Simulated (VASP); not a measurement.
Here is a VASP 6.6.1 calculation.

The input INCAR:

```
SYSTEM = B3As4
  PREC = Accurate
  ENCUT = 500
  EDIFF = 1E-6
  ISMEAR = 0
  SIGMA = 0.2
  LREAL = .FALSE.
  LASPH = .TRUE.
  NELM = 120
  ALGO = Normal
  ISIF = 2
  LWAVE = .FALSE.
  LCHARG = .TRUE.
  GGA = PE
  LELF = .TRUE.
  LVHAR = .TRUE.
  NBANDS = 24
  GGA_COMPAT = .FALSE.
```

KPOINTS

```
Automatic mesh
0
G
  5 5 2
  0 0 0
```

POSCAR

```
B3As4
1.0
    4.6281713760      0.0000000000      0.0000000000
   -2.3140856880      4.0081139847      0.0000000000
    0.0000000000      0.0000000000     10.2467072302
B As
3 4
Direct
    0.3333333333      0.6666666667      0.5000000000
    0.3333333333      0.6666666667      0.3509421303
    0.3333333333      0.6666666667      0.6490578697
    0.3333333333      0.6666666667      0.8380608528
    0.3333333333      0.6666666667      0.1619391472
    0.0000000000      0.0000000000      0.8782665044
    0.0000000000      0.0000000000      0.1217334956
```

Potentials or basis: VASP PAW PBE potentials, release 64 (B, As).

Command:

```bash
$ cat potpaw_PBE.64/B/POTCAR potpaw_PBE.64/As/POTCAR > POTCAR
$ mpirun -np 1 vasp_std > vasp.out
```

**Question.** What does it give for the pressure?

**Answer.** 0.0 GPa.

**Question.** Predict the band gap on the k mesh.

**Answer.** Zero (an odd number of electrons rules out a gap without spin polarisation).

**Question.** Predict the largest force.

**Answer.** 0.051 eV/Å.

Stress tensor (GPa, compression positive):
```
-0.15  0.00  0.00
 0.00 -0.15  0.00
 0.00  0.00  0.34
```
